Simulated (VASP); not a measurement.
# Co3O in VASP: further runs

Runs on Co3O. Level: PBEsol. Tasks: single point.

All numbers are computed with VASP 6.6.1; they aren't measurements. Logs are shortened: lines on timing, memory, paths and dates and some standing lists are left out, and cuts for length are marked.

## 1. The cell of the first run

The cell holds a slab with vacuum, 4 atoms: a = 2.456 Å, b = 2.456 Å, c = 22.969 Å, α = 90.00°, β = 90.00°, γ = 120.00°.

## 2. Single point, PBEsol, collinear spin, ferromagnetic start

The input, INCAR:

```
SYSTEM = Co3O
  PREC = Accurate
  ENCUT = 520
  EDIFF = 1E-6
  ISMEAR = 0
  SIGMA = 0.1
  LREAL = .FALSE.
  LASPH = .TRUE.
  NELM = 150
  ALGO = Normal
  ISIF = 2
  LWAVE = .FALSE.
  LCHARG = .FALSE.
  ISPIN = 2
  MAGMOM = 1.94 1.89 1.94 2
  LORBIT = 11
  LMAXMIX = 4
  LDIPOL = .TRUE.
  IDIPOL = 3
  DIPOL = 0.5 0.5 0.495
  GGA = PS
  NBANDS = 28
```

The input, KPOINTS:

```
Automatic mesh
0
G
  12 12 1
  0 0 0
```

The input, POSCAR:

```
Co3O
1.0
    2.4564189030      0.0000000000      0.0000000000
   -1.2282094515      2.1273211723      0.0000000000
    0.0000000000      0.0000000000     22.9694710870
Co O
3 1
Direct
    0.6666666667      0.3333333333      0.3700564096
    0.3333333333      0.6666666667      0.4531537525
    0.6666666667      0.3333333333      0.5427254497
    0.6666666667      0.3333333333      0.6128008699
```

Potentials or basis: VASP PAW PBE potentials, release 64 (Co, O).

Started as:

```console
$ cat potpaw_PBE.64/Co/POTCAR potpaw_PBE.64/O/POTCAR > POTCAR
$ mpirun -np 1 vasp_std > vasp.out
```

OUTCAR:

```text
SYSTEM = Co3O
   PREC = Accurate
   ENCUT = 520
   EDIFF = 1E-6
   ISMEAR = 0
   LREAL = .FALSE.
   LASPH = .TRUE.
   NELM = 150
   ISIF = 2
   ISPIN = 2
   LORBIT = 11
   GGA = PS

 ion  position               nearest neighbor table
   1  0.667  0.333  0.370-   2 2.38   2 2.38   2 2.38
   2  0.333  0.667  0.453-   1 2.38   1 2.38   1 2.38   3 2.50   3 2.50   3 2.50
   3  0.667  0.333  0.543-   4 1.61   2 2.50   2 2.50   2 2.50
   4  0.667  0.333  0.613-   3 1.61

  LATTYP: Found a hexagonal cell.
 ALAT       =     2.4564189030
 C/A-ratio  =     9.3507956069

  Lattice vectors:

 A1 = (   2.4564189030,   0.0000000000,   0.0000000000)
 A2 = (  -1.2282094515,   2.1273211723,   0.0000000000)
 A3 = (   0.0000000000,   0.0000000000,  22.9694710870)

Analysis of symmetry for initial positions (statically):
=====================================================================
 Subroutine PRICEL returns:
 Original cell was already a primitive cell.

 Routine SETGRP: Setting up the symmetry group for a
 hexagonal supercell.

 Subroutine GETGRP returns: Found  6 space group operations
 (whereof  6 operations were pure point group operations)
 out of a pool of 24 trial point group operations.

The static configuration has the point symmetry C_3v.

Analysis of symmetry for dynamics (positions and initial velocities):
=====================================================================
 Subroutine PRICEL returns:
 Original cell was already a primitive cell.

 Routine SETGRP: Setting up the symmetry group for a
 hexagonal supercell.

 Subroutine GETGRP returns: Found  6 space group operations
 (whereof  6 operations were pure point group operations)
 out of a pool of 24 trial point group operations.

The dynamic configuration has the point symmetry C_3v.

Analysis of structural, dynamic, and magnetic symmetry:
=====================================================================
 Subroutine PRICEL returns:
 Original cell was already a primitive cell.

 Routine SETGRP: Setting up the symmetry group for a
 hexagonal supercell.

 Subroutine GETGRP returns: Found  6 space group operations
 (whereof  6 operations were pure point group operations)
 out of a pool of 24 trial point group operations.
[... 126 lines left out ...]
   AEXX    =    0.0000 exact exchange contribution
   IVDW    =     0    specifies the selected vdW correction
   LEPSILON=     F    determine dielectric tensor
   LRPA    =     F    only Hartree local field effects (RPA)
 spin polarized calculation
 Gauss-broadening in eV      SIGMA  =   0.10
  energy-cutoff  :      520.00
  volume of cell :      120.03
 maximum number of plane-waves:      3288
   NGX =  9   NGY =  9   NGZ = 85

 dipolmoment           0.000000      0.000000     -0.047518 electrons x Angstroem

 number of electron      32.9999985 magnetization       3.5904471

 dipolmoment           0.000000      0.000000      0.081705 electrons x Angstroem

 Free energy of the ion-electron system (eV)
  ---------------------------------------------------
  ext. energy  EPLUGINS =         0.00000000
  ---------------------------------------------------
  free energy    TOTEN  =       -27.02711347 eV

  energy without entropy =      -27.00985529  energy(sigma->0) =      -27.01848438

 E-fermi :  -1.4011     XC(G=0):  -5.0541

 val. band max:       -1.4085174731   @ k =   0.2500   0.0833   0.0000
 cond. band min:      -1.3478061096   @ k =   0.1667   0.0833   0.0000
 fundamental gap:      0.0607113635
 Fermi energy:        -1.4010852842

 spin component 1

 k-point     1 :       0.0000    0.0000    0.0000
  band No.  band energies     occupation
      1     -20.7564      1.00000
      2      -9.9114      1.00000
      3      -7.8677      1.00000
      4      -6.9682      1.00000
      5      -6.5474      1.00000
      6      -4.2067      1.00000
[... 578 lines left out ...]
     27      10.2401      0.00000
     28      10.7281      0.00000
 Fermi energy:        -1.4010852842

 spin component 2

 k-point     1 :       0.0000    0.0000    0.0000
  band No.  band energies     occupation
      1     -20.8256      1.00000
      2      -9.8499      1.00000
      3      -7.7591      1.00000
      4      -6.7468      1.00000
      5      -6.1145      1.00000
      6      -3.4678      1.00000
[... 578 lines left out ...]
     27      10.6320      0.00000
     28      11.0313      0.00000

------------------------ aborting loop because EDIFF is reached ----------------------------------------

 vacuum level on the upper side and lower side of the slab       (xc-potential included)         1.385        -1.380

  FORCE on cell =-STRESS in cart. coord.  units (eV):
  Direction    XX          YY          ZZ          XY          YZ          ZX
  --------------------------------------------------------------------------------------
  -------------------------------------------------------------------------------------
  Total       -0.9655668     -0.9655668      0.3522827      0.0000000      0.0000000     -0.0000000
  in kB      -12.8886201    -12.8886201      4.7023546      0.0000000      0.0000000     -0.0000000
  external PRESSURE =      -7.0249619 kB  Pullay stress =       0.0000000 kB

 VOLUME and BASIS-vectors are now :
 -----------------------------------------------------------------------------
  energy-cutoff  :      520.00
  volume of cell :      120.03
      direct lattice vectors                 reciprocal lattice vectors
     2.456418903  0.000000000  0.000000000     0.407096688  0.235037382  0.000000000
    -1.228209451  2.127321172  0.000000000     0.000000000  0.470074765  0.000000000
     0.000000000  0.000000000 22.969471087     0.000000000  0.000000000  0.043536048

 POSITION                                       TOTAL-FORCE (eV/Angst)
 -----------------------------------------------------------------------------------
      1.22821      0.70911      8.50000        -0.000000      0.000000      0.042836
     -0.00000      1.41821     10.40870        -0.000000     -0.000000     -0.022083
      1.22821      0.70911     12.46612        -0.000000      0.000000     -0.331349
      1.22821      0.70911     14.07571         0.000000      0.000000      0.310595
 -----------------------------------------------------------------------------------
    total drift:                               -0.000000     -0.000000     -0.000786

  FREE ENERGIE OF THE ION-ELECTRON SYSTEM (eV)
  ---------------------------------------------------
  free  energy   TOTEN  =       -27.0271134714 eV

  energy  without entropy=      -27.0098552922  energy(sigma->0) =      -27.01848438

 vacuum level on the upper side and lower side of the slab         6.585         3.760

 total charge

# of ion       s       p       d       tot
------------------------------------------
    1        0.505   0.460   7.249   8.214
    2        0.509   0.574   7.296   8.379
    3        0.548   0.679   7.395   8.622
    4        1.626   3.149   0.000   4.775
--------------------------------------------------
tot          3.189   4.862  21.940  29.990

 magnetization (x)

# of ion       s       p       d       tot
------------------------------------------
    1       -0.010  -0.042   1.793   1.741
    2       -0.012  -0.043   1.582   1.527
    3       -0.006  -0.025   0.420   0.389
    4       -0.000  -0.046   0.000  -0.047
--------------------------------------------------
tot         -0.028  -0.156   3.796   3.611
```

It took 9 min on 1 thread of Intel Xeon 8259CL, shared host; peak memory 0.33 GiB.

Results:

| Item | Value |
| --- | --- |
| Free energy | -27.0271 eV |
| Largest force | 0.331 eV/Å |
| Net moment | 3.59 μB per cell |
| Site moments | Co +1.74, +1.53, +0.39; O -0.05 μB |
| Valence electrons inside the program's atomic spheres | Co 8.21, 8.38, 8.62; O 4.78 |

Forces in eV/Å, atoms in the order of the input:
```
Co   0.000  0.000  0.043
Co   0.000  0.000 -0.022
Co   0.000  0.000 -0.331
O    0.000  0.000  0.311
```

Levels at points of the mesh, in eV from the Fermi level:
Spin up:
| k point | band 14 | band 15 | band 16 | band 17 | band 18 | band 19 | band 20 | band 21 | band 22 | band 23 |
| --- | --- | --- | --- | --- | --- | --- | --- | --- | --- | --- |
| (0.00, 0.00, 0.00) | -2.03 | -2.03 | -1.51 | -1.51 | -0.89 | -0.89 | -0.24 | 0.91 | 0.91 | 4.91 |
| (0.50, 0.00, 0.00) | -0.89 | -0.58 | -0.45 | -0.04 | 0.32 | 0.45 | 1.71 | 2.49 | 3.51 | 7.04 |
Spin down:
```tsv
k point	band 13	band 14	band 15	band 16	band 17	band 18
(0.00, 0.00, 0.00)	-1.07	-0.87	-0.87	-0.11	0.22	0.22
(0.50, 0.00, 0.00)	0.18	0.29	0.49	0.95	1.10	1.20
```

Caveat: the PAW data sets were made with another functional, which shifts forces and pressure a little. With open d or f shells a metallic result of PBEsol can be an artefact of self-interaction; +U or a hybrid may open a gap.

## 3. Single point, PBEsol, collinear spin, ferromagnetic start

The input, INCAR:

```
SYSTEM = Co3O
ALGO = Normal ; DIPOL = 0.5 0.5 0.491
EDIFF = 1E-7 ; ENCUT = 520
GGA = PS ; IDIPOL = 3
ISIF = 2 ; ISMEAR = 0
ISPIN = 2 ; LASPH = .True.
LCHARG = .False. ; LDIPOL = .True.
LMAXMIX = 4 ; LORBIT = 11
LREAL = .False. ; LWAVE = .False.
MAGMOM = 1.94 1.89 1.94 2 ; NBANDS = 28
NELM = 150 ; PREC = Accurate
SIGMA = 0.1
```

The input, KPOINTS:

```
k-points
0
Gamma
  12 12 1
  0 0 0
```

The input, POSCAR:

```
Co3O
1.0
    2.4564189030      0.0000000000      0.0000000000
   -1.2282094515      2.1273211723      0.0000000000
    0.0000000000      0.0000000000     22.9694710870
Co O
3 1
Direct
    0.6666666667      0.3333333333      0.3700564096
    0.3333333333      0.6666666667      0.4536443412
    0.6666666667      0.3333333333      0.5465462579
    0.0000000000      0.0000000000      0.5920944943
```

Potentials or basis: VASP PAW PBE potentials, release 64 (Co, O).

Started as:

```console
$ cat potpaw_PBE.64/Co/POTCAR potpaw_PBE.64/O/POTCAR > POTCAR
$ mpirun -np 1 vasp_std > vasp.out
```

It took 12 min on 1 thread of Intel Xeon 8259CL, shared host; peak memory 0.33 GiB.

Results (log left out):

| Property | Result |
| --- | --- |
| Free energy | -28.6400 eV |
| Largest force | 0.134 eV/Å |
| Net moment | 3.52 μB per cell |
| Site moments | Co +1.67, +1.68, +0.18; O -0.00 μB |
| Valence electrons inside the program's atomic spheres | Co 8.21, 8.33, 8.84; O 4.97 |

Forces on the atoms (eV/Å):
```
Co   0.000  0.000  0.033
Co   0.000  0.000 -0.027
Co   0.000  0.000 -0.134
O    0.000  0.000  0.128
```

Levels at points of the mesh, in eV from the Fermi level:
Spin up:
| k point | band 16 | band 17 | band 18 | band 19 | band 20 | band 21 |
| --- | --- | --- | --- | --- | --- | --- |
| (0.00, 0.00, 0.00) | -1.56 | -1.18 | -0.87 | -0.87 | -0.30 | 1.30 |
| (0.50, 0.00, 0.00) | -0.61 | -0.58 | -0.36 | 1.03 | 1.34 | 2.86 |
Spin down:
```csv
k point,band 12,band 13,band 14,band 15,band 16,band 17,band 18,band 19
"(0.00, 0.00, 0.00)",-0.95,-0.88,-0.83,-0.83,-0.06,0.34,0.34,0.97
"(0.50, 0.00, 0.00)",-0.72,-0.41,0.18,0.66,0.67,1.29,1.34,1.47
```

Caveat: the PAW data sets were made with another functional, which shifts forces and pressure a little. With open d or f shells a metallic result of PBEsol can be an artefact of self-interaction; +U or a hybrid may open a gap.

## 4. Single point, PBEsol, collinear spin, ferromagnetic start

The input, INCAR:

```
ALGO = Normal ; DIPOL = 0.5 0.5 0.491
EDIFF = 1E-7 ; ENCUT = 520
GGA = PS ; IDIPOL = 3
ISIF = 2 ; ISMEAR = 0
ISPIN = 2 ; LASPH = True
LCHARG = True ; LDIPOL = True
LELF = True ; LMAXMIX = 4
LORBIT = 11 ; LREAL = False
LVACPOTAV = True ; LVHAR = True
LWAVE = False ; MAGMOM = 1.94 1.89 1.94 2
NBANDS = 28 ; NELM = 150
PREC = Accurate ; SIGMA = 0.1
```

The input, KPOINTS:

```
k-points
0
Gamma
  12 12 1
```

The input, POSCAR:

```
Co3O
1.0
    2.4564189030      0.0000000000      0.0000000000
   -1.2282094515      2.1273211723      0.0000000000
    0.0000000000      0.0000000000     22.9694710870
Co O
3 1
Direct
    0.6666666667      0.3333333333      0.3700564096
    0.3334418743      0.6665581257      0.4538330006
    0.6655464159      0.3344535841      0.5463259768
    0.3321766664     -0.3321766664      0.5919070827
```

Started as:

```console
$ cat potpaw_PBE.64/Co/POTCAR potpaw_PBE.64/O/POTCAR > POTCAR
$ mpirun -np 1 vasp_std > vasp.out
```

It took 24 min on 1 thread of Intel Xeon 8259CL, shared host; peak memory 0.42 GiB.

Results (log left out):

| Quantity | Value |
| --- | --- |
| Free energy | -28.6318 eV |
| Largest force | 0.124 eV/Å |
| Net moment | 3.63 μB per cell |
| Site moments | Co +1.68, +1.73, +0.22; O +0.00 μB |
| Valence electrons inside the program's atomic spheres | Co 8.21, 8.33, 8.84; O 4.97 |

Forces in eV/Å, atoms in the order of the input:
```
Co   0.001  0.000  0.041
Co  -0.004  0.002 -0.026
Co   0.000  0.000 -0.124
O    0.003 -0.002  0.109
```

Levels at points of the mesh, in eV from the Fermi level:
Spin up:
```
           k point  band 15  band 16  band 17  band 18  band 19  band 20  band 21  band 22
(0.00, 0.00, 0.00)    -1.44    -1.44    -1.24    -0.82    -0.82    -0.29     1.18     1.18
(0.50, 0.00, 0.00)    -0.69    -0.65    -0.61    -0.34     0.92     1.34     2.85     6.11
(0.50, 0.50, 0.00)    -0.69    -0.65    -0.61    -0.34     0.92     1.34     2.85     6.11
```
Spin down:
```csv
k point,band 11,band 12,band 13,band 14,band 15,band 16,band 17,band 18,band 19,band 20
"(0.00, 0.00, 0.00)",-0.96,-0.96,-0.93,-0.78,-0.78,-0.04,0.42,0.42,1.06,1.06
"(0.50, 0.00, 0.00)",-0.92,-0.76,-0.41,0.16,0.68,0.69,1.29,1.33,1.52,1.89
"(0.50, 0.50, 0.00)",-0.92,-0.76,-0.42,0.17,0.68,0.69,1.29,1.33,1.52,1.89
```

Caveat: the PAW data sets were made with another functional, which shifts forces and pressure a little.

## 5. Overview

| cell | gap on the mesh (eV) | moment (μB) | largest force (eV/Å) |
| --- | --- | --- | --- |
| a = 2.456, b = 2.456, c = 22.969 Å, angles 90.0, 90.0, 120.0°, 4 atoms, atomic positions A | none | 3.59 | 0.33 |
| a = 2.456, b = 2.456, c = 22.969 Å, angles 90.0, 90.0, 120.0°, 4 atoms, atomic positions B | none | 3.52 | 0.13 |
| a = 2.456, b = 2.456, c = 22.969 Å, angles 90.0, 90.0, 120.0°, 4 atoms, atomic positions C | none | 3.63 | 0.12 |

Alike in all rows: task single point; level PBEsol; potentials or basis VASP PAW PBE potentials, release 64 (Co, O); spin collinear, ferromagnetic start; k mesh 12 × 12 × 1; cutoff (eV) 520; smearing gaussian 0.1 eV.

Caveats: the PAW data sets were made with another functional, which shifts forces and pressure a little.

Absolute energies hang on the potentials; compare differences alone.

The gap in the log of VASP goes by the Fermi energy; the results here count the filled bands.